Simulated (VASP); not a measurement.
# InPd (Pmm2) in VASP: a series of runs

Runs on InPd. Level: PBEsol. Tasks: single point.

Everything below comes from runs of VASP 6.6.1. Logs are shortened: lines on timing, memory, paths and dates and some standing lists are left out, and cuts for length are marked.

### 1 The cell of the first run

The structure is orthorhombic, space group Pmm2 (No. 25). Conventional cell: a = 3.019 Å, b = 3.360 Å, c = 3.360 Å, α = 90.00°, β = 90.00°, γ = 90.00°. In (site symmetry mm2) has 8 Pd at 2.72 to 2.92 Å and 6 In at 3.02 to 3.36 Å within 3.6 Å. Pd (site symmetry mm2) has 8 In at 2.72 to 2.92 Å and 6 Pd at 3.02 to 3.36 Å within 3.6 Å.

### 2 Single point, PBEsol (atoms displaced along a vibrational mode, the cell strained)

Contents of INCAR:

```
  PREC = Accurate
  ENCUT = 520
  EDIFF = 1E-6
  ISMEAR = 0
  SIGMA = 0.15
  LREAL = False
  LASPH = True
  NELM = 100
  ALGO = Fast
  ISIF = 2
  LWAVE = False
  LCHARG = False
  GGA = PS
  NBANDS = 18
```

Contents of KPOINTS:

```
regular mesh
0
Gamma
  14 14 14
```

Contents of POSCAR:

```
InPd
1.0
    3.3602606235      0.0000000000      0.0000000000
    0.0000000000      3.3602606235      0.0000000000
    0.0000000000      0.0000000000      3.0193646182
In Pd
1 1
Direct
   -0.0248370446      0.0000000000      0.0000000000
    0.5267970286      0.5000000000      0.5000000000
```

Potentials or basis: VASP PAW PBE potentials, release 64 (In_d, Pd).

On the command line:

```bash
> cat potpaw_PBE.64/In_d/POTCAR potpaw_PBE.64/Pd/POTCAR > POTCAR
> mpirun -np 1 vasp_std > vasp.out
```

OUTCAR:

```text
PREC = Accurate
   ENCUT = 520
   EDIFF = 1E-6
   ISMEAR = 0
   LREAL = False
   LASPH = True
   NELM = 100
   ISIF = 2
   GGA = PS

 ion  position               nearest neighbor table
   1  0.975  0.000  0.000-   2 2.72   2 2.72   2 2.72   2 2.72   2 2.92   2 2.92   2 2.92   2 2.92

   2  0.527  0.500  0.500-   1 2.72   1 2.72   1 2.72   1 2.72   1 2.92   1 2.92   1 2.92   1 2.92

  LATTYP: Found a simple tetragonal cell.
 ALAT       =     3.3602606235
 C/A-ratio  =     0.8985507246

  Lattice vectors:

 A1 = (   3.3602606235,   0.0000000000,   0.0000000000)
 A2 = (   0.0000000000,   3.3602606235,   0.0000000000)
 A3 = (   0.0000000000,   0.0000000000,   3.0193646182)

Analysis of symmetry for initial positions (statically):
=====================================================================
 Subroutine PRICEL returns:
 Original cell was already a primitive cell.

 Routine SETGRP: Setting up the symmetry group for a
 simple tetragonal supercell.

 Subroutine GETGRP returns: Found  4 space group operations
 (whereof  4 operations were pure point group operations)
 out of a pool of 16 trial point group operations.

The static configuration has the point symmetry C_2v.

Analysis of symmetry for dynamics (positions and initial velocities):
=====================================================================
 Subroutine PRICEL returns:
 Original cell was already a primitive cell.

 Routine SETGRP: Setting up the symmetry group for a
 simple tetragonal supercell.

 Subroutine GETGRP returns: Found  4 space group operations
 (whereof  4 operations were pure point group operations)
 out of a pool of 16 trial point group operations.

The dynamic configuration has the point symmetry C_2v.

 Subroutine INISYM returns: Found  4 space group operations
 (whereof  4 operations are pure point group operations),
 and found     1 'primitive' translations

----------------------------------------------------------------------------------------

                                     Primitive cell

  volume of cell :      34.0927

  direct lattice vectors                    reciprocal lattice vectors
     3.360260623  0.000000000  0.000000000     0.297595964  0.000000000  0.000000000
     0.000000000  3.360260623  0.000000000     0.000000000  0.297595964  0.000000000
     0.000000000  0.000000000  3.019364618     0.000000000  0.000000000  0.331195508

  length of vectors
     3.360260623  3.360260623  3.019364618     0.297595964  0.297595964  0.331195508

  position of ions in fractional coordinates (direct lattice)
     0.975162955  0.000000000  0.000000000
     0.526797029  0.500000000  0.500000000

  ion indices of the primitive-cell ions
   primitive index   ion index
                 1           1
                 2           2

----------------------------------------------------------------------------------------

 KPOINTS: regular mesh

Automatic generation of k-mesh.
 Grid dimensions read from file:
 generate k-points for:   14   14   14

 Generating k-lattice:

  Cartesian coordinates                     Fractional coordinates (reciprocal lattice)
     0.021256855  0.000000000  0.000000000     0.071428571  0.000000000  0.000000000
     0.000000000  0.021256855  0.000000000     0.000000000  0.071428571  0.000000000
     0.000000000  0.000000000  0.023656822     0.000000000  0.000000000  0.071428571

  Length of vectors
     0.021256855  0.021256855  0.023656822

  Shift w.r.t. Gamma in fractional coordinates (k-lattice)
     0.000000000  0.000000000  0.000000000

 Subroutine IBZKPT returns following result:
 ===========================================

 Found    512 irreducible k-points:

 Following reciprocal coordinates:
            Coordinates               Weight
  0.000000  0.000000  0.000000      1.000000
  0.071429  0.000000  0.000000      2.000000
  0.000000  0.071429  0.000000      2.000000
  0.142857  0.000000  0.000000      2.000000
  0.000000  0.142857  0.000000      2.000000
  0.214286  0.000000  0.000000      2.000000
[... 16 lines left out ...]
  0.357143  0.071429  0.000000      4.000000
 -0.071429  0.357143  0.000000      4.000000
 [... further k-points ...]
   k-points           NKPTS =    512   k-points in BZ     NKDIM =    512   number of bands    NBANDS=     18
   number of dos      NEDOS =    301   number of ions     NIONS =      2
   total plane-waves  NPLWV =  18816
   dimension x,y,z NGX =    28 NGY =   28 NGZ =   24
   dimension x,y,z NGXF=    56 NGYF=   56 NGZF=   48
   ions per type =               1   1
   NGX,Y,Z   is equivalent  to a cutoff of  13.85, 13.85, 13.21 a.u.
   NGXF,Y,Z  is equivalent  to a cutoff of  27.71, 27.71, 26.43 a.u.
 SYSTEM =  unknown system
   PREC   = accura    normal or accurate (medium, high low for compatibility)
   ISTART =      0    job   : 0-new  1-cont  2-samecut
   ICHARG =      2    charge: 1-file 2-atom 10-const
   ISPIN  =      1    spin polarized calculation?
   LNONCOLLINEAR =      F non collinear calculations
   LSORBIT =      F    spin-orbit coupling
   LASPH  =      T    aspherical Exc in radial PAW
   ENCUT  =  520.0 eV  38.22 Ry    6.18 a.u.   6.25  6.25  5.61*2*pi/ulx,y,z
   NELM   =    100;   NELMIN=  2; NELMDL= -5     # of ELM steps
   EDIFF  = 0.1E-05   stopping-criterion for ELM
   LREAL  =      F    real-space projection
   EDIFFG = 0.1E-04   stopping-criterion for IOM
   NSW    =      0    number of steps for IOM
   IBRION =     -1    ionic relax: 0-MD 1-quasi-New 2-CG
   NFREE  =      0    steps in history (QN), initial steepest desc. (CG)
   ISIF   =      2    stress and relaxation
   ISYM   =      2    0-nonsym 1-usesym 2-fastsym
   POTIM  = 0.5000    time-step for ionic-motion
   TEBEG  =    0.0;   TEEND  =   0.0 temperature during run
   PSTRESS=    0.0 pullay stress
   NELECT =      23.0000    total number of electrons
   NUPDOWN=      -1.0000    fix difference up-down
   EMIN   =  10.00;   EMAX   =-10.00  energy-range for DOS
   EFERMI =   0.00;   METHOD = LEGACY
   ISMEAR =     0;   SIGMA  =   0.15  broadening in eV -4-tet -1-fermi 0-gaus
   EFERMI_NEDOS =   21; number of points for ismear=-14 and -15
   IALGO  =     68    algorithm
   IMIX   =      4    mixing-type and parameters
     AMIX     =   0.40;   BMIX     =  1.00
     AMIX_MAG =   1.60;   BMIX_MAG =  1.00
  volume/ion in A,a.u.               =      17.05       115.03
  Fermi-wavevector in a.u.,A,eV,Ry     =   1.435810  2.713287 28.049092  2.061550
  Thomas-Fermi vector in A             =   2.555067
   LORBIT       =      0    0 simple, 1 ext, 2 COOP (PROOUT), +10 PAW based schemes
   GGA     = PS    functional components
   LHFCALC =     F    Hartree Fock is set to
   AEXX    =    0.0000 exact exchange contribution
   IVDW    =     0    specifies the selected vdW correction
   LEPSILON=     F    determine dielectric tensor
   LRPA    =     F    only Hartree local field effects (RPA)
 non-spin polarized calculation
 RMM-DIIS sequential band-by-band and
 Gauss-broadening in eV      SIGMA  =   0.15
  energy-cutoff  :      520.00
  volume of cell :       34.09
 maximum number of plane-waves:       943
 NGX is ok and might be reduce to    28
   NGX = 13   NGY = 13   NGZ = 11

 number of electron      23.0000001 magnetization

 Free energy of the ion-electron system (eV)
  ---------------------------------------------------
  ext. energy  EPLUGINS =         0.00000000
  ---------------------------------------------------
  free energy    TOTEN  =        -9.90338032 eV

  energy without entropy =       -9.89588219  energy(sigma->0) =       -9.89963125

 E-fermi :  10.8008     XC(G=0): -12.5477

 val. band max:       10.7991168945   @ k =   0.5000   0.3571   0.3571
 cond. band min:      10.8021657294   @ k =  -0.2143   0.5000   0.5000
 fundamental gap:      0.0030488349
 Fermi energy:        10.8007514506

 k-point     1 :       0.0000    0.0000    0.0000
  band No.  band energies     occupation
      1      -4.3524      2.00000
      2      -4.1416      2.00000
      3      -3.8167      2.00000
      4      -3.7321      2.00000
      5      -3.7253      2.00000
      6       0.3910      2.00000
[... 10 lines left out ...]
     17      23.3332      0.00000
     18      26.1668      0.00000

 k-point     2 :       0.0714    0.0000    0.0000
  band No.  band energies     occupation
      1      -4.3479      2.00000
      2      -4.1291      2.00000
      3      -3.8203      2.00000
      4      -3.7308      2.00000
      5      -3.7289      2.00000
      6       0.4683      2.00000
[... 10 lines left out ...]
     17      23.2836      0.00000
     18      26.0675      0.00000

 k-point     3 :       0.0000    0.0714    0.0000
  band No.  band energies     occupation
      1      -4.3478      2.00000
      2      -4.1290      2.00000
      3      -3.8205      2.00000
      4      -3.7356      2.00000
      5      -3.7243      2.00000
      6       0.4687      2.00000
[... 10 lines left out ...]
     17      23.2859      0.00000
     18      26.1203      0.00000

 k-point     4 :       0.1429    0.0000    0.0000
  band No.  band energies     occupation
      1      -4.3362      2.00000
      2      -4.0933      2.00000
      3      -3.8305      2.00000
      4      -3.7391      2.00000
      5      -3.7273      2.00000
      6       0.6994      2.00000
[... 375 lines left out ...]
      4      -3.7761      2.00000
      5      -3.7176      2.00000
      6       1.6869      2.00000
[... 10 lines left out ...]
     17      23.5605      0.00000
     18      25.7204      0.00000

 k-point    23 :       0.3571    0.0714    0.0000
  band No.  band energies     occupation
      1      -4.2876      2.00000
      2      -3.9132      2.00000
      3      -3.8865      2.00000
      4      -3.7855      2.00000
      5      -3.7169      2.00000
      6       2.3290      2.00000
[... 10 lines left out ...]
     17      23.1159      0.00000
     18      25.1017      0.00000

 k-point    24 :      -0.0714    0.3571    0.0000
  band No.  band energies     occupation
      1      -4.2880      2.00000
      2      -3.9098      2.00000
      3      -3.8894      2.00000
      4      -3.7904      2.00000
      5      -3.7144      2.00000
      6       2.3431      2.00000
[... 10 lines left out ...]
     17      23.2090      0.00000
     18      25.1604      0.00000

 [... further k-points ...]

------------------------ aborting loop because EDIFF is reached ----------------------------------------

  FORCE on cell =-STRESS in cart. coord.  units (eV):
  Direction    XX          YY          ZZ          XY          YZ          ZX
  --------------------------------------------------------------------------------------
  -------------------------------------------------------------------------------------
  Total        0.0887171      0.3966377      1.3139322      0.0000000      0.0000000      0.0000000
  in kB        4.1692349     18.6398812     61.7478821      0.0000000      0.0000000      0.0000000
  external PRESSURE =      28.1856661 kB  Pullay stress =       0.0000000 kB

 VOLUME and BASIS-vectors are now :
 -----------------------------------------------------------------------------
  energy-cutoff  :      520.00
  volume of cell :       34.09
      direct lattice vectors                 reciprocal lattice vectors
     3.360260623  0.000000000  0.000000000     0.297595964  0.000000000  0.000000000
     0.000000000  3.360260623  0.000000000     0.000000000  0.297595964  0.000000000
     0.000000000  0.000000000  3.019364618     0.000000000  0.000000000  0.331195508

 POSITION                                       TOTAL-FORCE (eV/Angst)
 -----------------------------------------------------------------------------------
      3.27680      0.00000      0.00000         0.812071      0.000000      0.000000
      1.77018      1.68013      1.50968        -0.812071      0.000000      0.000000
 -----------------------------------------------------------------------------------
    total drift:                               -0.000405      0.000000     -0.000002

  FREE ENERGIE OF THE ION-ELECTRON SYSTEM (eV)
  ---------------------------------------------------
  free  energy   TOTEN  =        -9.9033803183 eV

  energy  without entropy=       -9.8958821857  energy(sigma->0) =       -9.89963125
```

It took 2.3 min on 1 thread of Intel Xeon 6975P-C (Granite Rapids), shared host; peak memory 0.42 GiB.

Results:

```
Free energy            : -9.9034 eV
Pressure               : 2.8 GPa
Largest force          : 0.812 eV/Å
Band gap on the k mesh : zero (an odd number of electrons rules out a gap without spin polarisation)
```

Forces on the atoms (eV/Å):
```
In   0.812  0.000  0.000
Pd  -0.812  0.000  0.000
```

Levels at points of the mesh, in eV from the Fermi level:
| k point | band 9 | band 10 | band 11 | band 12 | band 13 | band 14 | band 15 | band 16 |
| --- | --- | --- | --- | --- | --- | --- | --- | --- |
| (0.00, 0.00, 0.00) | -2.61 | -2.27 | -2.27 | 3.19 | 3.33 | 6.35 | 8.51 | 9.96 |
| (0.50, 0.00, 0.00) | -3.68 | -2.96 | -2.35 | -1.53 | 8.38 | 9.12 | 9.82 | 11.04 |
| (0.00, 0.50, 0.00) | -3.62 | -2.98 | -2.31 | -1.59 | 7.82 | 9.35 | 9.92 | 11.19 |
| (0.50, 0.50, 0.00) | -2.79 | -2.58 | -2.54 | -2.04 | 1.05 | 1.73 | 11.29 | 12.56 |
| (0.00, 0.00, 0.50) | -3.69 | -3.61 | -2.64 | -0.46 | 8.73 | 9.60 | 9.83 | 9.99 |
| (0.50, 0.00, 0.50) | -2.85 | -2.50 | -2.04 | -1.69 | 1.70 | 2.96 | 8.98 | 10.66 |
| (0.00, 0.50, 0.50) | -3.07 | -2.43 | -1.94 | -1.72 | 1.71 | 2.99 | 9.07 | 10.72 |
| (0.50, 0.50, 0.50) | -1.95 | -1.57 | 0.07 | 3.12 | 3.50 | 3.83 | 4.28 | 4.87 |

Caveat: the cell differs from its parent crystal (atoms displaced along a vibrational mode, the cell strained); the PAW data sets were made with another functional, which shifts forces and pressure a little; spin-orbit coupling is left out, which moves the levels of the heavy elements.

### 3 Single point, PBEsol (atoms displaced along a vibrational mode, the cell strained)

Contents of INCAR:

```
PREC = Accurate ; ENCUT = 520
EDIFF = 1E-6 ; ISMEAR = 0
SIGMA = 0.15 ; LREAL = False
LASPH = True ; NELM = 60
ALGO = Fast ; ISIF = 2
LWAVE = False ; LCHARG = False
GGA = PS ; NBANDS = 18
```

Contents of KPOINTS:

```
Automatic mesh
0
Gamma
  14 14 14
```

Contents of POSCAR:

```
InPd
1.0
    3.3224374000      0.0000000000      0.0000000000
    0.0000000000      3.3224374000      0.0000000000
    0.0000000000      0.0000000000      3.0950110651
In Pd
1 1
Direct
   -0.0248370446      0.0000000000      0.0000000000
    0.5267970286      0.5000000000      0.5000000000
```

Potentials or basis: VASP PAW PBE potentials, release 64 (In_d, Pd).

On the command line:

```bash
> cat potpaw_PBE.64/In_d/POTCAR potpaw_PBE.64/Pd/POTCAR > POTCAR
> mpirun -np 1 vasp_std > vasp.out
```

Run time: 6.7 min. Hardware: 1 thread of AMD EPYC 7R43 (Zen 3), shared host; peak memory 0.38 GiB.

The run converged. Its results:

- Free energy: -9.9249 eV
- Pressure: 2.3 GPa
- Largest force: 0.788 eV/Å
- Band gap on the k mesh: zero (an odd number of electrons rules out a gap without spin polarisation)

Forces on the atoms (eV/Å):
```
In   0.788  0.000  0.000
Pd  -0.788  0.000  0.000
```

Stress tensor (GPa, compression positive):
```
0.47 0.00 0.00
0.00 1.89 0.00
0.00 0.00 4.40
```

Levels at points of the mesh, in eV from the Fermi level:
```
           k point  band 8  band 9  band 10  band 11  band 12  band 13  band 14  band 15  band 16  band 17
(0.00, 0.00, 0.00)   -4.00   -2.55    -2.33    -2.33     3.51     3.65     5.57     8.92    10.17    11.79
(0.50, 0.00, 0.00)   -4.09   -3.60    -3.12    -2.41    -1.42     8.74     9.47    10.19    10.47    11.50
(0.00, 0.50, 0.00)   -4.07   -3.54    -3.15    -2.38    -1.47     8.19     9.71    10.23    10.63    11.84
(0.50, 0.50, 0.00)   -2.77   -2.68    -2.66    -2.64    -1.96     1.19     1.95    10.67    12.11    12.15
(0.00, 0.00, 0.50)   -3.89   -3.61    -3.54    -2.59    -0.72     8.78     9.62    10.01    10.06    10.47
(0.50, 0.00, 0.50)   -3.00   -2.84    -2.48    -2.21    -1.72     1.62     2.74     9.16    10.87    11.11
(0.00, 0.50, 0.50)   -3.06   -3.04    -2.42    -2.11    -1.75     1.63     2.77     9.24    10.94    11.21
(0.50, 0.50, 0.50)   -5.08   -1.89    -1.63    -0.01     3.24     3.46     3.78     4.39     4.73     4.98
```

Caveat: the cell differs from its parent crystal (atoms displaced along a vibrational mode, the cell strained); the PAW data sets were made with another functional, which shifts forces and pressure a little; spin-orbit coupling is left out, which moves the levels of the heavy elements.
